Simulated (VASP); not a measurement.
# SiC in VASP: further runs, part 2 of 2

VASP 6.6.1. The steps go on from the part before.

### 4 Electric field gradients, PBE (equal xy, yz and zx shear strains of +1 %)

Contents of INCAR:

```
SYSTEM = SiC
PREC = Accurate ; ENCUT = 520
EDIFF = 1E-8 ; ISMEAR = -1
SIGMA = 0.08 ; LREAL = .False.
LASPH = .True. ; NELM = 80
ALGO = Normal ; ISIF = 2
LWAVE = .False. ; LCHARG = .False.
GGA = PE ; LEFG = .True.
NBANDS = 16
```

Contents of KPOINTS:

```
regular mesh
0
Gamma
  15 15 8
  0 0 0
```

Contents of POSCAR:

```
SiC
1.0
    3.0759982064      0.0153799910      0.0153799910
   -1.5246796403      2.6562025933      0.0056294674
    0.0252400000      0.0252400000      5.0480000000
Si C
2 2
Direct
    0.3333333333      0.6666666667      0.0000000000
    0.6666666667      0.3333333333      0.5000000000
    0.3333333333      0.6666666667      0.3850000000
    0.6666666667      0.3333333333      0.8850000000
```

Potentials or basis: VASP PAW PBE potentials, release 64 (Si, C).

On the command line:

```sh
$ cat potpaw_PBE.64/Si/POTCAR potpaw_PBE.64/C/POTCAR > POTCAR
$ mpirun -np 1 vasp_std > vasp.out
```

OUTCAR:

```text
SYSTEM = SiC
   PREC = Accurate
   ENCUT = 520
   EDIFF = 1E-8
   ISMEAR = -1
   LREAL = .False.
   LASPH = .True.
   NELM = 80
   ISIF = 2
   GGA = PE

 ion  position               nearest neighbor table
   1  0.333  0.667  0.000-   4 1.86   4 1.86   4 1.88   3 1.94   2 3.07   2 3.07   2 3.08   2 3.09
                             2 3.10   2 3.11
   2  0.667  0.333  0.500-   3 1.86   3 1.87   3 1.87   4 1.94   1 3.07   1 3.07   1 3.08   1 3.09
                             1 3.10   1 3.11
   3  0.333  0.667  0.385-   2 1.86   2 1.87   2 1.87   1 1.94
   4  0.667  0.333  0.885-   1 1.86   1 1.86   1 1.88   2 1.94

  LATTYP: Found a triclinic cell.
 ALAT       =     3.0893986786
 B/A-ratio  =     0.9913558883
 C/A-ratio  =     1.6340157822
 COS(alpha) =     0.0036852528
 COS(beta)  =     0.0136346634
 COS(gamma) =     0.5000188431

  Lattice vectors:

 A1 = (   1.5513185661,   2.6715825843,   0.0210094584)
 A2 = (  -1.5246796403,   2.6562025933,   0.0056294674)
 A3 = (   0.0252400000,   0.0252400000,   5.0480000000)

Analysis of symmetry for initial positions (statically):
=====================================================================
 Subroutine PRICEL returns:
 Original cell was already a primitive cell.

 Routine SETGRP: Setting up the symmetry group for a
 triclinic supercell.

 Subroutine GETGRP returns: Found  1 space group operations
 (whereof  1 operations were pure point group operations)
 out of a pool of  2 trial point group operations.

The static configuration has the point symmetry C_1 .

Analysis of symmetry for dynamics (positions and initial velocities):
=====================================================================
 Subroutine PRICEL returns:
 Original cell was already a primitive cell.

 Routine SETGRP: Setting up the symmetry group for a
 triclinic supercell.

 Subroutine GETGRP returns: Found  1 space group operations
 (whereof  1 operations were pure point group operations)
 out of a pool of  2 trial point group operations.

The dynamic configuration has the point symmetry C_1 .

 Subroutine INISYM returns: Found  1 space group operations
 (whereof  1 operations are pure point group operations),
 and found     1 'primitive' translations

----------------------------------------------------------------------------------------

                                     Primitive cell

  volume of cell :      41.3609

  direct lattice vectors                    reciprocal lattice vectors
     3.075998206  0.015379991  0.015379991     0.324180040  0.186087112 -0.002551336
    -1.524679640  2.656202593  0.005629467    -0.001867707  0.375409188 -0.001867707
     0.025240000  0.025240000  5.048000000    -0.000985612 -0.000985612  0.198108113

  length of vectors
     3.076075105  3.062693572  5.048126198     0.373801580  0.375418480  0.198113016

  position of ions in fractional coordinates (direct lattice)
     0.333333333  0.666666667  0.000000000
     0.666666667  0.333333333  0.500000000
     0.333333333  0.666666667  0.385000000
[... 96 lines left out ...]
   EFERMI_NEDOS =   21; number of points for ismear=-14 and -15
   IALGO  =     38    algorithm
   IMIX   =      4    mixing-type and parameters
     AMIX     =   0.40;   BMIX     =  1.00
     AMIX_MAG =   1.60;   BMIX_MAG =  1.00
  volume/ion in A,a.u.               =      10.34        69.78
  Fermi-wavevector in a.u.,A,eV,Ry     =   1.192848  2.254155 19.359529  1.422885
  Thomas-Fermi vector in A             =   2.328876
   LORBIT       =      0    0 simple, 1 ext, 2 COOP (PROOUT), +10 PAW based schemes
   GGA     = PE    functional components
   LHFCALC =     F    Hartree Fock is set to
   AEXX    =    0.0000 exact exchange contribution
   IVDW    =     0    specifies the selected vdW correction
   LEPSILON=     F    determine dielectric tensor
   LRPA    =     F    only Hartree local field effects (RPA)
 non-spin polarized calculation
  energy-cutoff  :      520.00
  volume of cell :       41.36
 maximum number of plane-waves:      1126
   NGX = 11   NGY = 11   NGZ = 19

 number of electron      16.0000000 magnetization

 Free energy of the ion-electron system (eV)
  ---------------------------------------------------
  ext. energy  EPLUGINS =         0.00000000
  ---------------------------------------------------
  free energy    TOTEN  =       -30.05973240 eV

  energy without entropy =      -30.05973239  energy(sigma->0) =      -30.05973240

 E-fermi :   9.5970     XC(G=0): -11.3489

 val. band max:        8.4184869290   @ k =   0.0000   0.0000   0.0000
 cond. band min:      10.7348800085   @ k =   0.3333   0.3333   0.0000
 fundamental gap:      2.3163930795
 Fermi energy:         9.5969709066

 k-point     1 :       0.0000    0.0000    0.0000
  band No.  band energies     occupation
      1      -7.3149      2.00000
      2      -3.8119      2.00000
      3      -0.2824      2.00000
      4       6.8199      2.00000
      5       6.8875      2.00000
      6       8.0968      2.00000
[... 433 lines left out ...]
      3       0.0022      2.00000
      4       5.3368      2.00000
      5       6.3770      2.00000
      6       7.0694      2.00000
[... 8 lines left out ...]
     15      17.8326      0.00000
     16      18.0618      0.00000

 [... further k-points ...]

------------------------ aborting loop because EDIFF is reached ----------------------------------------

  FORCE on cell =-STRESS in cart. coord.  units (eV):
  Direction    XX          YY          ZZ          XY          YZ          ZX
  --------------------------------------------------------------------------------------
  -------------------------------------------------------------------------------------
  Total        1.3667672      1.3681721      0.1127656     -0.6341993     -0.4351368     -0.4352758
  in kB       52.9438448     52.9982625      4.3681495    -24.5666932    -16.8556964    -16.8610815
  external PRESSURE =      36.7700856 kB  Pullay stress =       0.0000000 kB

 VOLUME and BASIS-vectors are now :
 -----------------------------------------------------------------------------
  energy-cutoff  :      520.00
  volume of cell :       41.36
      direct lattice vectors                 reciprocal lattice vectors
     3.075998206  0.015379991  0.015379991     0.324180040  0.186087112 -0.002551336
    -1.524679640  2.656202593  0.005629467    -0.001867707  0.375409188 -0.001867707
     0.025240000  0.025240000  5.048000000    -0.000985612 -0.000985612  0.198108113

 POSITION                                       TOTAL-FORCE (eV/Angst)
 -----------------------------------------------------------------------------------
      0.00888      1.77593      0.00888        -0.147908     -0.055911      0.756798
      1.55506      0.90827      2.53613         0.031627     -0.060203      0.752819
      0.01860      1.78565      1.95236        -0.048881      0.060131     -0.752396
      1.56478      0.91799      4.47961         0.165162      0.055983     -0.757221
 -----------------------------------------------------------------------------------
    total drift:                                0.000120      0.000091     -0.000054

  FREE ENERGIE OF THE ION-ELECTRON SYSTEM (eV)
  ---------------------------------------------------
  free  energy   TOTEN  =       -30.0597323986 eV

  energy  without entropy=      -30.0597323916  energy(sigma->0) =      -30.05973240

 Electric field gradients (V/A^2)
---------------------------------------------------------------------
 ion       V_xx      V_yy      V_zz      V_xy      V_xz      V_yz
---------------------------------------------------------------------
   1      -7.243   -10.175    17.418     2.878     1.544    -0.003
   2     -10.169    -7.204    17.373    -0.069    -1.532     0.015
   3      -1.620    -1.301     2.921     0.868     0.581     0.732
   4      -1.292    -1.637     2.929     1.200     0.877     0.726
---------------------------------------------------------------------

 Electric field gradients after diagonalization (V/A^2)
 (convention: |V_zz| > |V_xx| > |V_yy|)
----------------------------------------------------------------------
 ion       V_xx      V_yy      V_zz     asymmetry (V_yy - V_xx)/ V_zz
----------------------------------------------------------------------
   1     -11.961    -5.554    17.515       0.366
   2     -10.255    -7.203    17.458       0.175
   3      -2.343    -0.811     3.154       0.486
   4      -2.677    -0.617     3.294       0.625
----------------------------------------------------------------------

           NMR quadrupolar parameters

 Cq : quadrupolar parameter    Cq=e*Q*V_zz/h
 eta: asymmetry parameters     (V_yy - V_xx)/ V_zz
 Q  : nuclear electric quadrupole moment in mb (millibarn)
----------------------------------------------------------------------
 ion       Cq(MHz)       eta       Q (mb)
----------------------------------------------------------------------
   1       0.042       0.366       1.000
   2       0.042       0.175       1.000
   3       0.008       0.486       1.000
   4       0.008       0.625       1.000
----------------------------------------------------------------------
```

OSZICAR:

```text
N       E                     dE             d eps       ncg     rms          rms(c)
DAV:   1     0.252299530463E+02    0.25230E+02   -0.71400E+03 28840   0.895E+02
DAV:   2    -0.312745814381E+02   -0.56505E+02   -0.51550E+02 40632   0.158E+02
DAV:   3    -0.337869852497E+02   -0.25124E+01   -0.25025E+01 38440   0.306E+01
DAV:   4    -0.338054003200E+02   -0.18415E-01   -0.18412E-01 35256   0.322E+00
DAV:   5    -0.338055801466E+02   -0.17983E-03   -0.17982E-03 38184   0.301E-01    0.125E+01
DAV:   6    -0.301487477674E+02    0.36568E+01   -0.65465E+00 36568   0.157E+01    0.564E+00
DAV:   7    -0.300775340991E+02    0.71214E-01   -0.11196E+00 41960   0.618E+00    0.249E+00
DAV:   8    -0.300609252642E+02    0.16609E-01   -0.47476E-02 32936   0.139E+00    0.628E-01
DAV:   9    -0.300593822756E+02    0.15430E-02   -0.76275E-03 37880   0.592E-01    0.123E-01
DAV:  10    -0.300597023407E+02   -0.32007E-03   -0.10223E-03 34504   0.186E-01    0.579E-02
DAV:  11    -0.300597310457E+02   -0.28705E-04   -0.92193E-05 33528   0.686E-02    0.136E-02
DAV:  12    -0.300597318295E+02   -0.78387E-06   -0.64837E-06 39232   0.163E-02    0.411E-03
DAV:  13    -0.300597323980E+02   -0.56849E-06   -0.62087E-07 35400   0.508E-03    0.270E-03
DAV:  14    -0.300597323986E+02   -0.58844E-09   -0.26688E-08 38880   0.111E-03
   1 F= -.30059732E+02 E0= -.30059732E+02  d E =-.702092E-08
```

Wall time 4.1 min (1 thread of Intel Xeon Platinum 8488C (Sapphire Rapids), shared host); peak memory 0.55 GiB.

Results:

```
Free energy                             : -30.0597 eV
Pressure                                : 3.7 GPa
Largest force                           : 0.777 eV/Å
Band gap on the k mesh                  : 2.32 eV (least direct gap 4.04 eV)
Largest electric field gradient by atom : Si +17.5; C +3.2, +3.3 V/Å²
```

Forces in eV/Å, atoms in the order of the input:
```
Si  -0.148 -0.056  0.757
Si   0.032 -0.060  0.753
C   -0.049  0.060 -0.752
C    0.165  0.056 -0.757
```

Electric field gradients, principal values (V/Å²):
| atom | least | middle | greatest (by size) |
| --- | --- | --- | --- |
| 1 Si | -5.554 | -11.961 | 17.515 |
| 2 Si | -7.203 | -10.255 | 17.458 |
| 3 C | -0.811 | -2.343 | 3.154 |
| 4 C | -0.617 | -2.677 | 3.294 |

Caveat: the cell differs from its parent crystal (equal xy, yz and zx shear strains of +1 %); the cell stands under pressure; without QUAD_EFG the Cq values of the log hold for a quadrupole moment of 1 mb, not for the nuclei; an odd mesh through Γ misses points on the zone boundary, where band edges can lie.
